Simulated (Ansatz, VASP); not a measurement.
## Zn in VASP and in Ansatz

```
Zn
1.0
     2.63581    0.00000    0.00000
     0.00000    5.09292    0.00000
     0.00000    0.00000   19.04360
Zn
4
Direct
  0.00000 0.75000 0.43502
  0.50000 0.25000 0.43507
  0.50000 0.75000 0.56493
  0.00000 0.25000 0.56498
```

Alike in both runs: task single point; functional PBE; k mesh 14 × 7 × 1; occupations fermi-dirac, width 0.1 eV; no spin polarisation.

|  | VASP | Ansatz |
| --- | --- | --- |
| version | VASP 6.6.1 | Ansatz 0.2.0 |
| potentials or method | VASP PAW PBE potentials, release 64 (Zn) | PAW with Ansatz's default frozen-core files, scalar-relativistic |
| plane-wave cutoff (eV) | 400 | 420 |
| valence electrons in the cell | 48 | 48 |

|  | VASP | Ansatz | Ansatz less VASP |
| --- | --- | --- | --- |
| rms of the force components (eV/Å) | 0.004 | 0.001 | -0.0034 |

Atom by atom the forces differ by 0.005 eV/Å (rms over components).
